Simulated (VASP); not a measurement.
# Mg6F in VASP: notebook

Mg6F is run at these levels: PBE; tasks: single point.

Program: VASP 6.6.1. These are calculated values, not measurements. Logs are shortened: lines on timing, memory, paths and dates and some standing lists are left out, and cuts for length are marked.

## Step 1: The cell of the first run

The cell holds a slab with vacuum, 7 atoms: a = 3.203 Å, b = 7.978 Å, c = 20.985 Å, α = 90.00°, β = 90.00°, γ = 101.58°.

## Step 2: Single point, PBE

The input, INCAR:

```
SYSTEM = Mg6F
PREC = Accurate
ENCUT = 520
EDIFF = 1E-6
ISMEAR = 0
SIGMA = 0.1
LREAL = .FALSE.
LASPH = .TRUE.
NELM = 100
ALGO = Normal
ISIF = 2
LWAVE = .FALSE.
LCHARG = .TRUE.
LDIPOL = .TRUE.
IDIPOL = 3
DIPOL = 0.5 0.5 0.304
GGA = PE
LELF = .TRUE.
LVHAR = .TRUE.
LVACPOTAV = .TRUE.
NBANDS = 18
```

The input, KPOINTS:

```
regular mesh
0
G
  9 4 1
  0 0 0
```

The input, POSCAR:

```
Mg6F
1.0
    3.2034417932      0.0000000000      0.0000000000
   -1.6017208966      7.8153198520      0.0000000000
    0.0000000000      0.0000000000     20.9851131634
Mg F
6 1
Direct
    0.8493879956      0.6987759913      0.1906113143
    0.5210014932      0.0420029864      0.2197581863
    0.1926149907      0.3852299814      0.2489050583
    0.3710660944      0.7414803149      0.3283003664
    0.0426232582      0.0834482649      0.3542380799
    0.7128162912      0.4251093731      0.3805132287
    0.7128162912      1.1751093731      0.4043396429
```

Potentials or basis: VASP PAW PBE potentials, release 64 (Mg, F).

Started as:

```bash
$ cat potpaw_PBE.64/Mg/POTCAR potpaw_PBE.64/F/POTCAR > POTCAR
$ mpirun -np 1 vasp_std > vasp.out
```

OUTCAR:

```text
SYSTEM = Mg6F
   PREC = Accurate
   ENCUT = 520
   EDIFF = 1E-6
   ISMEAR = 0
   LREAL = .FALSE.
   LASPH = .TRUE.
   NELM = 100
   ISIF = 2
   GGA = PE

 ion  position               nearest neighbor table
   1  0.849  0.699  0.191-   3 3.17   3 3.17   2 3.18   2 3.18   4 3.32   4 3.32
   2  0.521  0.042  0.220-   3 3.18   3 3.18   1 3.18   1 3.18   5 3.26   5 3.26   4 3.27
   3  0.193  0.385  0.249-   1 3.17   1 3.17   2 3.18   2 3.18   6 3.21   6 3.21   5 3.23   4 3.24

   4  0.371  0.741  0.328-   6 3.14   6 3.14   5 3.16   5 3.16   3 3.24   2 3.27   1 3.32   1 3.32

   5  0.043  0.083  0.354-   7 1.75   7 2.37   6 3.16   4 3.16   6 3.16   4 3.16   3 3.23   2 3.26
                             2 3.26
   6  0.713  0.425  0.381-   7 2.06   4 3.14   4 3.14   5 3.16   5 3.16   3 3.21   3 3.21
   7  0.713  0.175  0.404-   5 1.75   6 2.06   5 2.37

  LATTYP: Found a base centered orthorhombic cell.
 ALAT       =     3.2034417932
 B/A-ratio  =     4.8793268968
 C/A-ratio  =     6.5508020804

  Lattice vectors:

 A1 = (   1.6017208966,  -7.8153198520,   0.0000000000)
 A2 = (   1.6017208966,   7.8153198520,   0.0000000000)
 A3 = (   0.0000000000,   0.0000000000,  20.9851131634)

Analysis of symmetry for initial positions (statically):
=====================================================================
 Subroutine PRICEL returns:
 Original cell was already a primitive cell.

 Routine SETGRP: Setting up the symmetry group for a
 base centered orthorhombic supercell.

 Subroutine GETGRP returns: Found  1 space group operations
 (whereof  1 operations were pure point group operations)
 out of a pool of  8 trial point group operations.

The static configuration has the point symmetry C_1 .

Analysis of symmetry for dynamics (positions and initial velocities):
=====================================================================
 Subroutine PRICEL returns:
 Original cell was already a primitive cell.

 Routine SETGRP: Setting up the symmetry group for a
 base centered orthorhombic supercell.

 Subroutine GETGRP returns: Found  1 space group operations
 (whereof  1 operations were pure point group operations)
 out of a pool of  8 trial point group operations.

The dynamic configuration has the point symmetry C_1 .

 Subroutine INISYM returns: Found  1 space group operations
 (whereof  1 operations are pure point group operations),
 and found     1 'primitive' translations

----------------------------------------------------------------------------------------

                                     Primitive cell

  volume of cell :     525.3817

  direct lattice vectors                    reciprocal lattice vectors
     3.203441793  0.000000000  0.000000000     0.312164249  0.063976908  0.000000000
    -1.601720897  7.815319852  0.000000000     0.000000000  0.127953816  0.000000000
     0.000000000  0.000000000 20.985113163     0.000000000  0.000000000  0.047652829

  length of vectors
     3.203441793  7.977764989 20.985113163     0.318652731  0.127953816  0.047652829

  position of ions in fractional coordinates (direct lattice)
     0.849387996  0.698775991  0.190611314
     0.521001493  0.042002986  0.219758186
     0.192614991  0.385229981  0.248905058
     0.371066094  0.741480315  0.328300366
     0.042623258  0.083448265  0.354238080
     0.712816291  0.425109373  0.380513229
     0.712816291  0.175109373  0.404339643

  ion indices of the primitive-cell ions
   primitive index   ion index
                 1           1
                 2           2
                 3           3
                 4           4
                 5           5
                 6           6
                 7           7

----------------------------------------------------------------------------------------

 KPOINTS: regular mesh
[... 25 lines left out ...]
|           W    W  A    A  R    R  N    N  II  N    N   GGGG   !!!           |
|                                                                             |
|     Your reciprocal lattice and k-lattice belong to different lattice       |
|     classes:                                                                |
|                                                                             |
|        The reciprocal lattice is base centered orthorhombic,                |
|        whereas your k-lattice is simple monoclinic.                         |
|                                                                             |
|     Results are often still useful ...                                      |
|                                                                             |
 -----------------------------------------------------------------------------

 WARNING: IBZKPT: internal override: KBLOWUP is changed to .FALSE.
      ... skipping the blow-up phase ...

 Subroutine IBZKPT returns following result:
 ===========================================

 Found     19 irreducible k-points:

 Following reciprocal coordinates:
            Coordinates               Weight
  0.000000  0.000000  0.000000      1.000000
  0.111111 -0.000000  0.000000      2.000000
  0.222222 -0.000000  0.000000      2.000000
  0.333333 -0.000000  0.000000      2.000000
  0.444444 -0.000000  0.000000      2.000000
  0.000000  0.250000  0.000000      2.000000
[... 11 lines left out ...]
  0.333333  0.500000  0.000000      2.000000
  0.444444  0.500000  0.000000      2.000000
   k-points           NKPTS =     19   k-points in BZ     NKDIM =     19   number of bands    NBANDS=     18
   number of dos      NEDOS =    301   number of ions     NIONS =      7
   total plane-waves  NPLWV = 230400
   dimension x,y,z NGX =    24 NGY =   60 NGZ =  160
   dimension x,y,z NGXF=    48 NGYF=  120 NGZF=  320
   ions per type =               6   1
   NGX,Y,Z   is equivalent  to a cutoff of  12.46, 12.50, 12.68 a.u.
   NGXF,Y,Z  is equivalent  to a cutoff of  24.91, 25.01, 25.35 a.u.
 SYSTEM =  Mg6F
   PREC   = accura    normal or accurate (medium, high low for compatibility)
   ISTART =      0    job   : 0-new  1-cont  2-samecut
   ICHARG =      2    charge: 1-file 2-atom 10-const
   ISPIN  =      1    spin polarized calculation?
   LNONCOLLINEAR =      F non collinear calculations
   LSORBIT =      F    spin-orbit coupling
   LASPH  =      T    aspherical Exc in radial PAW
   ENCUT  =  520.0 eV  38.22 Ry    6.18 a.u.   5.96 14.83 39.02*2*pi/ulx,y,z
   NELM   =    100;   NELMIN=  2; NELMDL= -5     # of ELM steps
   EDIFF  = 0.1E-05   stopping-criterion for ELM
   LREAL  =      F    real-space projection
   EDIFFG = 0.1E-04   stopping-criterion for IOM
   NSW    =      0    number of steps for IOM
   IBRION =     -1    ionic relax: 0-MD 1-quasi-New 2-CG
   NFREE  =      0    steps in history (QN), initial steepest desc. (CG)
   ISIF   =      2    stress and relaxation
   ISYM   =      2    0-nonsym 1-usesym 2-fastsym
   POTIM  = 0.5000    time-step for ionic-motion
   TEBEG  =    0.0;   TEEND  =   0.0 temperature during run
   PSTRESS=    0.0 pullay stress
   NELECT =      19.0000    total number of electrons
   NUPDOWN=      -1.0000    fix difference up-down
   EMIN   =  10.00;   EMAX   =-10.00  energy-range for DOS
   EFERMI =   0.00;   METHOD = LEGACY
   ISMEAR =     0;   SIGMA  =   0.10  broadening in eV -4-tet -1-fermi 0-gaus
   EFERMI_NEDOS =   21; number of points for ismear=-14 and -15
   IALGO  =     38    algorithm
   IMIX   =      4    mixing-type and parameters
     AMIX     =   0.40;   BMIX     =  1.00
     AMIX_MAG =   1.60;   BMIX_MAG =  1.00
  volume/ion in A,a.u.               =      75.05       506.49
  Fermi-wavevector in a.u.,A,eV,Ry     =   0.541379  1.023057  3.987742  0.293091
  Thomas-Fermi vector in A             =   1.568933
   LORBIT       =      0    0 simple, 1 ext, 2 COOP (PROOUT), +10 PAW based schemes
   GGA     = PE    functional components
   LHFCALC =     F    Hartree Fock is set to
   AEXX    =    0.0000 exact exchange contribution
   IVDW    =     0    specifies the selected vdW correction
   LEPSILON=     F    determine dielectric tensor
   LRPA    =     F    only Hartree local field effects (RPA)
 non-spin polarized calculation
 Gauss-broadening in eV      SIGMA  =   0.10
  energy-cutoff  :      520.00
  volume of cell :      525.38
 maximum number of plane-waves:     14191
   NGX = 11   NGY = 29   NGZ = 79

 dipolmoment           0.000000      0.000000      0.017639 electrons x Angstroem

 number of electron      19.0000002 magnetization

 dipolmoment           0.000000      0.000000     -0.025490 electrons x Angstroem

 Free energy of the ion-electron system (eV)
  ---------------------------------------------------
  ext. energy  EPLUGINS =         0.00000000
  ---------------------------------------------------
  free energy    TOTEN  =       -13.42844573 eV

  energy without entropy =      -13.41441758  energy(sigma->0) =      -13.42143166

 E-fermi :  -1.7461     XC(G=0):  -3.1823

 val. band max:       -1.7862869247   @ k =   0.2222  -0.0000   0.0000
 cond. band min:      -1.7037590382   @ k =   0.4444   0.2500   0.0000
 fundamental gap:      0.0825278865
 Fermi energy:        -1.7461167011

 k-point     1 :       0.0000    0.0000    0.0000
  band No.  band energies     occupation
      1     -27.5217      2.00000
      2      -9.5954      2.00000
      3      -9.1284      2.00000
      4      -8.6996      2.00000
      5      -7.5460      2.00000
      6      -5.5591      2.00000
[... 376 lines left out ...]
      5      -4.6300      2.00000
      6      -3.5889      2.00000
[... 10 lines left out ...]
     17       1.5502      0.00000
     18       1.8387      0.00000

------------------------ aborting loop because EDIFF is reached ----------------------------------------

  FORCE on cell =-STRESS in cart. coord.  units (eV):
  Direction    XX          YY          ZZ          XY          YZ          ZX
  --------------------------------------------------------------------------------------
  -------------------------------------------------------------------------------------
  Total       -0.4778375     -0.3533821      1.3418583     -1.0444713      1.2789459     -2.0637448
  in kB       -1.4571891     -1.0776562      4.0920633     -3.1851668      3.9002088     -6.2934918
  external PRESSURE =       0.5190727 kB  Pullay stress =       0.0000000 kB

 VOLUME and BASIS-vectors are now :
 -----------------------------------------------------------------------------
  energy-cutoff  :      520.00
  volume of cell :      525.38
      direct lattice vectors                 reciprocal lattice vectors
     3.203441793  0.000000000  0.000000000     0.312164249  0.063976908  0.000000000
    -1.601720897  7.815319852  0.000000000     0.000000000  0.127953816  0.000000000
     0.000000000  0.000000000 20.985113163     0.000000000  0.000000000  0.047652829

 POSITION                                       TOTAL-FORCE (eV/Angst)
 -----------------------------------------------------------------------------------
      1.60172      5.46116      4.00000         0.003797      0.022538      0.131294
      1.60172      0.32827      4.61165        -0.016788     -0.043645      0.040507
      0.00000      3.01070      5.22330         0.032038      0.043414     -0.109663
      0.00104      5.79491      6.88942        -0.006404     -0.169722     -0.040742
      0.00288      0.65217      7.43373         1.833688     -1.159546     -1.562386
      1.60256      3.32237      7.98511         0.175825      0.275392     -0.136019
      2.00299      1.36854      8.48511        -2.022157      1.031570      1.677009
 -----------------------------------------------------------------------------------
    total drift:                                0.000931      0.000108      0.000748

  FREE ENERGIE OF THE ION-ELECTRON SYSTEM (eV)
  ---------------------------------------------------
  free  energy   TOTEN  =       -13.4284457316 eV

  energy  without entropy=      -13.4144175792  energy(sigma->0) =      -13.42143166

 vacuum level on the upper side and lower side of the slab         1.740         1.924
```

Run time: 3.9 min. Hardware: 1 thread of AMD EPYC 7R43 (Zen 3), shared host; peak memory 0.53 GiB.

What came out:

- Free energy: -13.4284 eV
- Largest force: 2.822 eV/Å

Forces on the atoms (eV/Å):
```
Mg   0.004  0.023  0.131
Mg  -0.017 -0.044  0.041
Mg   0.032  0.043 -0.110
Mg  -0.006 -0.170 -0.041
Mg   1.834 -1.160 -1.562
Mg   0.176  0.275 -0.136
F   -2.022  1.032  1.677
```

Levels at points of the mesh, in eV from the Fermi level:
```
           k point  band 7  band 8  band 9  band 10  band 11  band 12  band 13  band 14
(0.00, 0.00, 0.00)   -3.35   -3.34   -1.45    -0.64    -0.56     1.03     1.87     2.41
(0.00, 0.50, 0.00)   -3.33   -2.51   -0.83    -0.64    -0.17     0.39     1.59     1.86
```

Caveat: an odd number of electrons without spin polarisation forces a metal; a magnetic or distorted state may lie lower.

(Part 1 of 2 ends here.)
